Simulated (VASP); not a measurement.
# GaN (P6_3mc) in VASP: notebook

The runs below take GaN through single point, with PBEsol.

Everything below comes from runs of VASP 6.6.1. Logs are shortened: lines on timing, memory, paths and dates and some standing lists are left out, and cuts for length are marked.

### Step 1. The cell of the first run

It takes space group P6_3mc (No. 186, hexagonal). The conventional cell has a = 3.168 Å, b = 3.168 Å, c = 10.217 Å, α = 90.00°, β = 90.00°, γ = 120.00°. Ga (site symmetry 3m) has 4 N at 1.92 to 1.97 Å within 2.5 Å. Within 2.5 Å of Ga (site symmetry 3m) lie 3 N at 1.92 Å. Within 2.5 Å of N (site symmetry 3m) lie 4 Ga at 1.92 to 1.97 Å. Within 2.5 Å of N (site symmetry 3m) lie 3 Ga at 1.92 Å.

### Step 2. Single point, PBEsol

File INCAR:

```
PREC     = Accurate       # precision mode
ENCUT    = 520            # plane-wave cutoff, eV
EDIFF    = 1E-6           # SCF threshold, eV
ISMEAR   = -1             # smearing method
SIGMA    = 0.05           # smearing width, eV
LREAL    = F              # projectors in reciprocal space
LASPH    = T              # aspherical terms in the spheres
NELM     = 100            # most SCF steps
ALGO     = Normal         # electronic algorithm
ISIF     = 2              # what is computed and relaxed
LWAVE    = F              # write WAVECAR
LCHARG   = F              # write CHGCAR
GGA      = PS             # functional
NBANDS   = 46             # bands
```

File KPOINTS:

```
Automatic mesh
0
Gamma
  10 10 3
```

File POSCAR:

```
GaN
1.0
    3.1681333064      0.0000000000      0.0000000000
   -1.5840666532      2.7436839260      0.0000000000
    0.0000000000      0.0000000000     10.2168655440
Ga N
4 4
Direct
    0.0000000000      0.0000000000      0.7858680000
    0.6666666667      0.3333333333      0.0373490000
    0.3333333333      0.6666666667      0.5373490000
    0.0000000000      0.0000000000      0.2858680000
    0.0000000000      0.0000000000      0.0930380000
    0.6666666667      0.3333333333      0.3437450000
    0.0000000000      0.0000000000      0.5930380000
    0.3333333333      0.6666666667      0.8437450000
```

Potentials or basis: VASP PAW PBE potentials, release 64 (Ga_d, N).

On the command line:

```sh
cat potpaw_PBE.64/Ga_d/POTCAR potpaw_PBE.64/N/POTCAR > POTCAR
mpirun -np 1 vasp_std > vasp.out
```

OUTCAR:

```text
PREC = Accurate
   ENCUT = 520
   EDIFF = 1E-6
   ISMEAR = -1
   LREAL = F
   LASPH = T
   NELM = 100
   ISIF = 2
   GGA = PS

 ion  position               nearest neighbor table
   1  0.000  0.000  0.786-   8 1.92   8 1.92   8 1.92   7 1.97
   2  0.667  0.333  0.037-   5 1.92   5 1.92   5 1.92
   3  0.333  0.667  0.537-   7 1.92   7 1.92   7 1.92
   4  0.000  0.000  0.286-   6 1.92   6 1.92   6 1.92   5 1.97
   5  0.000  0.000  0.093-   2 1.92   2 1.92   2 1.92   4 1.97
   6  0.667  0.333  0.344-   4 1.92   4 1.92   4 1.92
   7  0.000  0.000  0.593-   3 1.92   3 1.92   3 1.92   1 1.97
   8  0.333  0.667  0.844-   1 1.92   1 1.92   1 1.92

  LATTYP: Found a hexagonal cell.
 ALAT       =     3.1681333064
 C/A-ratio  =     3.2248849893

  Lattice vectors:

 A1 = (   3.1681333064,   0.0000000000,   0.0000000000)
 A2 = (  -1.5840666532,   2.7436839260,   0.0000000000)
 A3 = (   0.0000000000,   0.0000000000,  10.2168655440)

Analysis of symmetry for initial positions (statically):
=====================================================================
 Subroutine PRICEL returns:
 Original cell was already a primitive cell.

 Routine SETGRP: Setting up the symmetry group for a
 hexagonal supercell.

 Subroutine GETGRP returns: Found 12 space group operations
 (whereof  6 operations were pure point group operations)
 out of a pool of 24 trial point group operations.

The static configuration has the point symmetry C_3v.
 The point group associated with its full space group is C_6v.

Analysis of symmetry for dynamics (positions and initial velocities):
=====================================================================
 Subroutine PRICEL returns:
 Original cell was already a primitive cell.

 Routine SETGRP: Setting up the symmetry group for a
 hexagonal supercell.

 Subroutine GETGRP returns: Found 12 space group operations
 (whereof  6 operations were pure point group operations)
 out of a pool of 24 trial point group operations.

The dynamic configuration has the point symmetry C_3v.
 The point group associated with its full space group is C_6v.

 Subroutine INISYM returns: Found 12 space group operations
 (whereof  6 operations are pure point group operations),
 and found     1 'primitive' translations

----------------------------------------------------------------------------------------

                                     Primitive cell

  volume of cell :      88.8086

  direct lattice vectors                    reciprocal lattice vectors
     3.168133306  0.000000000  0.000000000     0.315643284  0.182236735  0.000000000
    -1.584066653  2.743683926  0.000000000     0.000000000  0.364473470  0.000000000
     0.000000000  0.000000000 10.216865544     0.000000000  0.000000000  0.097877377

  length of vectors
     3.168133306  3.168133306 10.216865544     0.364473470  0.364473470  0.097877377

  position of ions in fractional coordinates (direct lattice)
     0.000000000  0.000000000  0.785868000
     0.666666667  0.333333333  0.037349000
     0.333333333  0.666666667  0.537349000
     0.000000000  0.000000000  0.285868000
     0.000000000  0.000000000  0.093038000
     0.666666667  0.333333333  0.343745000
     0.000000000  0.000000000  0.593038000
     0.333333333  0.666666667  0.843745000

  ion indices of the primitive-cell ions
   primitive index   ion index
                 1           1
                 2           2
                 3           3
                 4           4
                 5           5
                 6           6
                 7           7
                 8           8

----------------------------------------------------------------------------------------

 KPOINTS: Automatic mesh

Automatic generation of k-mesh.
 Grid dimensions read from file:
 generate k-points for:   10   10    3

 Generating k-lattice:

  Cartesian coordinates                     Fractional coordinates (reciprocal lattice)
     0.031564328  0.018223673  0.000000000     0.100000000  0.000000000  0.000000000
     0.000000000  0.036447347  0.000000000     0.000000000  0.100000000  0.000000000
     0.000000000  0.000000000  0.032625792     0.000000000  0.000000000  0.333333333

  Length of vectors
     0.036447347  0.036447347  0.032625792

  Shift w.r.t. Gamma in fractional coordinates (k-lattice)
     0.000000000  0.000000000  0.000000000

 Subroutine IBZKPT returns following result:
 ===========================================

 Found     28 irreducible k-points:

 Following reciprocal coordinates:
            Coordinates               Weight
  0.000000  0.000000  0.000000      1.000000
  0.100000  0.000000  0.000000      6.000000
  0.200000  0.000000  0.000000      6.000000
  0.300000  0.000000  0.000000      6.000000
  0.400000  0.000000  0.000000      6.000000
  0.500000  0.000000  0.000000      3.000000
[... 16 lines left out ...]
  0.300000  0.100000  0.333333     24.000000
  0.400000  0.100000  0.333333     24.000000
[... 44 lines left out ...]
   GGA     = PS    functional components
   LHFCALC =     F    Hartree Fock is set to
   AEXX    =    0.0000 exact exchange contribution
   IVDW    =     0    specifies the selected vdW correction
   LEPSILON=     F    determine dielectric tensor
   LRPA    =     F    only Hartree local field effects (RPA)
 non-spin polarized calculation
  energy-cutoff  :      520.00
  volume of cell :       88.81
 maximum number of plane-waves:      2408
 NGX is ok and might be reduce to    24
   NGX = 11   NGY = 11   NGZ = 37

 number of electron      72.0000040 magnetization

 Free energy of the ion-electron system (eV)
  ---------------------------------------------------
  ext. energy  EPLUGINS =         0.00000000
  ---------------------------------------------------
  free energy    TOTEN  =       -50.23444834 eV

  energy without entropy =      -50.23444808  energy(sigma->0) =      -50.23444821

 E-fermi :   6.5535     XC(G=0): -12.1489

 val. band max:        5.9809920342   @ k =   0.0000   0.0000   0.0000
 cond. band min:       7.0717608712   @ k =   0.0000   0.0000   0.0000
 fundamental gap:      1.0907688370
 Fermi energy:         6.5535203130

 k-point     1 :       0.0000    0.0000    0.0000
  band No.  band energies     occupation
      1     -10.7141      2.00000
      2     -10.3559      2.00000
      3      -9.5827      2.00000
      4      -9.3908      2.00000
      5      -8.3492      2.00000
      6      -8.3492      2.00000
[... 38 lines left out ...]
     45      14.7012      0.00000
     46      15.4567      0.00000

 k-point     2 :       0.1000    0.0000    0.0000
  band No.  band energies     occupation
      1     -10.6125      2.00000
      2     -10.2867      2.00000
      3      -9.5083      2.00000
      4      -9.3571      2.00000
      5      -8.3566      2.00000
      6      -8.3563      2.00000
[... 38 lines left out ...]
     45      15.0513      0.00000
     46      15.1887      0.00000

 k-point     3 :       0.2000    0.0000    0.0000
  band No.  band energies     occupation
      1     -10.3543      2.00000
      2     -10.1203      2.00000
      3      -9.3317      2.00000
      4      -9.2718      2.00000
      5      -8.3548      2.00000
      6      -8.3512      2.00000
[... 38 lines left out ...]
     45      14.5030      0.00000
     46      15.0659      0.00000

 k-point     4 :       0.3000    0.0000    0.0000
  band No.  band energies     occupation
      1     -10.0787      2.00000
      2      -9.9555      2.00000
      3      -9.1645      2.00000
      4      -9.1546      2.00000
      5      -8.3346      2.00000
      6      -8.3283      2.00000
[... 920 lines left out ...]
     45      14.3063      0.00000
     46      14.7167      0.00000

 k-point    23 :       0.3000    0.1000    0.3333
  band No.  band energies     occupation
      1      -9.9416      2.00000
      2      -9.9032      2.00000
      3      -9.0939      2.00000
      4      -9.0864      2.00000
      5      -8.3192      2.00000
      6      -8.3166      2.00000
[... 38 lines left out ...]
     45      15.0078      0.00000
     46      15.2333      0.00000

 k-point    24 :       0.4000    0.1000    0.3333
  band No.  band energies     occupation
      1      -9.8621      2.00000
      2      -9.8415      2.00000
      3      -9.0312      2.00000
      4      -9.0277      2.00000
      5      -8.3113      2.00000
      6      -8.3080      2.00000
[... 38 lines left out ...]
     45      15.0325      0.00000
     46      15.5817      0.00000

 [... further k-points ...]

------------------------ aborting loop because EDIFF is reached ----------------------------------------

  FORCE on cell =-STRESS in cart. coord.  units (eV):
  Direction    XX          YY          ZZ          XY          YZ          ZX
  --------------------------------------------------------------------------------------
  -------------------------------------------------------------------------------------
  Total       -0.6554215     -0.6554215      2.7097840      0.0000000     -0.0000000      0.0000000
  in kB      -11.8243164    -11.8243164     48.8866254      0.0000000     -0.0000000      0.0000000
  external PRESSURE =       8.4126642 kB  Pullay stress =       0.0000000 kB

 VOLUME and BASIS-vectors are now :
 -----------------------------------------------------------------------------
  energy-cutoff  :      520.00
  volume of cell :       88.81
      direct lattice vectors                 reciprocal lattice vectors
     3.168133306  0.000000000  0.000000000     0.315643284  0.182236735  0.000000000
    -1.584066653  2.743683926  0.000000000     0.000000000  0.364473470  0.000000000
     0.000000000  0.000000000 10.216865544     0.000000000  0.000000000  0.097877377

 POSITION                                       TOTAL-FORCE (eV/Angst)
 -----------------------------------------------------------------------------------
      0.00000      0.00000      8.02911        -0.000000      0.000000     -0.014599
      1.58407      0.91456      0.38159        -0.000000     -0.000000     -0.290621
     -0.00000      1.82912      5.49002         0.000000      0.000000     -0.290621
      0.00000      0.00000      2.92067         0.000000     -0.000000     -0.014599
      0.00000      0.00000      0.95056         0.000000      0.000000     -0.189922
      1.58407      0.91456      3.51200         0.000000      0.000000      0.495142
      0.00000      0.00000      6.05899        -0.000000     -0.000000     -0.189922
     -0.00000      1.82912      8.62043         0.000000      0.000000      0.495142
 -----------------------------------------------------------------------------------
    total drift:                                0.000000      0.000001      0.000622

  FREE ENERGIE OF THE ION-ELECTRON SYSTEM (eV)
  ---------------------------------------------------
  free  energy   TOTEN  =       -50.2344483404 eV

  energy  without entropy=      -50.2344480802  energy(sigma->0) =      -50.23444821
```

Wall time 96 s (1 thread of AMD EPYC 9R45 (Zen 5), shared host); peak memory 0.21 GiB.

What came out:

- Free energy: -50.2344 eV
- Pressure: 0.8 GPa
- Largest force: 0.495 eV/Å
- Band gap on the k mesh: 1.09 eV

Forces in eV/Å, atoms in the order of the input:
```
Ga   0.000  0.000 -0.015
Ga   0.000  0.000 -0.291
Ga   0.000  0.000 -0.291
Ga   0.000  0.000 -0.015
N    0.000  0.000 -0.190
N    0.000  0.000  0.495
N    0.000  0.000 -0.190
N    0.000  0.000  0.495
```

Stress tensor (GPa, compression positive):
```
-1.18  0.00  0.00
 0.00 -1.18  0.00
 0.00  0.00  4.89
```

Caveat: the PAW data sets were made with another functional, which shifts forces and pressure a little.

### Step 3. Single point, PBEsol

This run uses another cell than the first one, of 11.33 Å³/atom.

File INCAR:

```
SYSTEM = GaN
  PREC = Accurate
  ENCUT = 520
  EDIFF = 1E-6
  ISMEAR = -1
  SIGMA = 0.05
  LREAL = .FALSE.
  LASPH = .TRUE.
  NELM = 100
  ALGO = Normal
  ISIF = 2
  LWAVE = .FALSE.
  LCHARG = .TRUE.
  GGA = PS
  LELF = .TRUE.
  LVHAR = .TRUE.
  NBANDS = 46
```

File KPOINTS:

```
regular mesh
0
G
  10 10 3
  0 0 0
```

Edit POSCAR of step 2 so:

```diff
@@ -2,5 +2,5 @@
 1.0
-    3.1681333064      0.0000000000      0.0000000000
-   -1.5840666532      2.7436839260      0.0000000000
-    0.0000000000      0.0000000000     10.2168655440
+    3.1899831921      0.0000000000      0.0000000000
+   -1.5949915960      2.7626064820      0.0000000000
+    0.0000000000      0.0000000000     10.2873289123
 Ga N
```

Potentials or basis: VASP PAW PBE potentials, release 64 (Ga_d, N).

On the command line:

```sh
cat potpaw_PBE.64/Ga_d/POTCAR potpaw_PBE.64/N/POTCAR > POTCAR
mpirun -np 1 vasp_std > vasp.out
```

Run time: 97 s. Hardware: 1 thread of AMD EPYC 9R45 (Zen 5), shared host; peak memory 0.21 GiB.

The run converged. Its results:

```
Free energy            : -50.2234 eV
Pressure               : -2.9 GPa
Largest force          : 0.358 eV/Å
Band gap on the k mesh : 0.94 eV
```

Forces in eV/Å, atoms in the order of the input:
```
Ga   0.000  0.000  0.003
Ga   0.000  0.000 -0.154
Ga   0.000  0.000 -0.154
Ga   0.000  0.000  0.003
N    0.000  0.000 -0.207
N    0.000  0.000  0.358
N    0.000  0.000 -0.207
N    0.000  0.000  0.358
```

Stress tensor (GPa, compression positive):
```
-5.36  0.00  0.00
 0.00 -5.36  0.00
 0.00  0.00  2.02
```

Levels at points of the mesh, in eV from the valence-band top:
```tsv
k point	band 33	band 34	band 35	band 36	band 37	band 38	band 39	band 40
(0.00, 0.00, 0.00)	-0.59	-0.55	-0.55	0.00	0.94	3.44	3.58	3.65
(0.50, 0.00, 0.00)	-2.22	-2.01	-1.56	-0.80	1.93	2.44	4.70	4.72
```

Caveat: the PAW data sets were made with another functional, which shifts forces and pressure a little.

### Step 4. Single point, PBEsol

This run uses another cell than the first one, of 11.56 Å³/atom.

File INCAR:

```
PREC     = Accurate       # precision mode
ENCUT    = 520            # plane-wave cutoff, eV
EDIFF    = 1E-7           # SCF threshold, eV
ISMEAR   = -1             # smearing method
SIGMA    = 0.05           # smearing width, eV
LREAL    = False          # projectors in reciprocal space
LASPH    = True           # aspherical terms in the spheres
NELM     = 80             # most SCF steps
ALGO     = Normal         # electronic algorithm
ISIF     = 2              # what is computed and relaxed
LWAVE    = False          # write WAVECAR
LCHARG   = True           # write CHGCAR
GGA      = PS             # functional
LELF     = True           # ELF
LVHAR    = True         
NBANDS   = 46             # bands
```

File KPOINTS:

```
regular mesh
0
Gamma
  10 10 3
```

Edit POSCAR of step 3 so:

```diff
@@ -2,5 +2,5 @@
 1.0
-    3.1899831921      0.0000000000      0.0000000000
-   -1.5949915960      2.7626064820      0.0000000000
-    0.0000000000      0.0000000000     10.2873289123
+    3.2115377864      0.0000000000      0.0000000000
+   -1.6057688932      2.7812733083      0.0000000000
+    0.0000000000      0.0000000000     10.3568400000
 Ga N
```

On the command line:

```sh
cat potpaw_PBE.64/Ga_d/POTCAR potpaw_PBE.64/N/POTCAR > POTCAR
mpirun -np 1 vasp_std > vasp.out
```

It took 1.7 min on 1 thread of AMD EPYC 9R45 (Zen 5), shared host; peak memory 0.21 GiB.

Results (log left out):

* Free energy: -50.1715 eV
* Pressure: -6.2 GPa
* Largest force: 0.231 eV/Å
* Band gap on the k mesh: 0.79 eV

Forces in eV/Å, atoms in the order of the input:
```
Ga   0.000  0.000  0.019
Ga   0.000  0.000 -0.028
Ga   0.000  0.000 -0.028
Ga   0.000  0.000  0.019
N    0.000  0.000 -0.222
N    0.000  0.000  0.231
N    0.000  0.000 -0.222
N    0.000  0.000  0.231
```

Stress tensor (GPa, compression positive):
```
-9.09  0.00  0.00
 0.00 -9.09  0.00
 0.00  0.00 -0.55
```

Levels at points of the mesh, in eV from the valence-band top:
| k point | band 33 | band 34 | band 35 | band 36 | band 37 | band 38 | band 39 | band 40 |
| --- | --- | --- | --- | --- | --- | --- | --- | --- |
| (0.00, 0.00, 0.00) | -0.59 | -0.55 | -0.55 | 0.00 | 0.79 | 3.29 | 3.45 | 3.51 |
| (0.50, 0.00, 0.00) | -2.18 | -1.96 | -1.54 | -0.77 | 1.87 | 2.37 | 4.61 | 4.63 |

Caveat: the cell stands under tension; the PAW data sets were made with another functional, which shifts forces and pressure a little.

### Step 5. Single point, PBEsol

This run uses another cell than the first one, of 11.79 Å³/atom.

File INCAR:

```
ALGO = Normal ; EDIFF = 1E-6
ENCUT = 520 ; GGA = PS
ISIF = 2 ; ISMEAR = -1
LASPH = T ; LCHARG = F
LREAL = F ; LWAVE = F
NBANDS = 46 ; NELM = 100
PREC = Accurate ; SIGMA = 0.05
```

File KPOINTS:

```
k-points
0
Gamma
  10 10 3
```

Edit POSCAR of step 4 so:

```diff
@@ -2,5 +2,5 @@
 1.0
-    3.2115377864      0.0000000000      0.0000000000
-   -1.6057688932      2.7812733083      0.0000000000
-    0.0000000000      0.0000000000     10.3568400000
+    3.2328068684      0.0000000000      0.0000000000
+   -1.6164034342      2.7996928736      0.0000000000
+    0.0000000000      0.0000000000     10.4254303433
 Ga N
```

On the command line:

```sh
cat potpaw_PBE.64/Ga_d/POTCAR potpaw_PBE.64/N/POTCAR > POTCAR
mpirun -np 1 vasp_std > vasp.out
```

It took 98 s on 1 thread of AMD EPYC 9R45 (Zen 5), shared host; peak memory 0.21 GiB.

It converged, with:

* Free energy: -50.0832 eV
* Pressure: -9.2 GPa
* Largest force: 0.236 eV/Å
* Band gap on the k mesh: 0.65 eV

Forces on the atoms (eV/Å):
```
Ga   0.000  0.000  0.034
Ga   0.000  0.000  0.088
Ga   0.000  0.000  0.088
Ga   0.000  0.000  0.034
N    0.000  0.000 -0.236
N    0.000  0.000  0.114
N    0.000  0.000 -0.236
N    0.000  0.000  0.114
```

Stress tensor (GPa, compression positive):
```
-12.38   0.00   0.00
  0.00 -12.38   0.00
  0.00   0.00  -2.80
```

Levels at points of the mesh, in eV from the valence-band top:
```tsv
k point	band 32	band 33	band 34	band 35	band 36	band 37	band 38	band 39	band 40	band 41
(0.00, 0.00, 0.00)	-0.59	-0.59	-0.55	-0.55	0.00	0.65	3.15	3.32	3.38	6.80
(0.50, 0.00, 0.00)	-2.32	-2.14	-1.91	-1.52	-0.74	1.80	2.30	4.51	4.56	5.67
```

Caveat: the cell stands under tension; the PAW data sets were made with another functional, which shifts forces and pressure a little.

### Step 6. Overview

| cell | gap on the mesh (eV) | pressure (GPa) | largest force (eV/Å) |
| --- | --- | --- | --- |
| a = 3.168, b = 3.168, c = 10.217 Å, angles 90.0, 90.0, 120.0°, 8 atoms | 1.09 | 0.8 | 0.50 |
| a = 3.190, b = 3.190, c = 10.287 Å, angles 90.0, 90.0, 120.0°, 8 atoms | 0.94 | -2.9 | 0.36 |
| a = 3.212, b = 3.212, c = 10.357 Å, angles 90.0, 90.0, 120.0°, 8 atoms | 0.79 | -6.2 | 0.23 |
| a = 3.233, b = 3.233, c = 10.425 Å, angles 90.0, 90.0, 120.0°, 8 atoms | 0.65 | -9.2 | 0.24 |

Alike in all rows: task single point; level PBEsol; potentials or basis VASP PAW PBE potentials, release 64 (Ga_d, N); no spin polarisation; k mesh 10 × 10 × 3; cutoff (eV) 520; smearing fermi-dirac 0.05 eV.

Caveats: the PAW data sets were made with another functional, which shifts forces and pressure a little; the cell stands under tension (at least some runs).

Absolute energies hang on the potentials; compare differences alone.
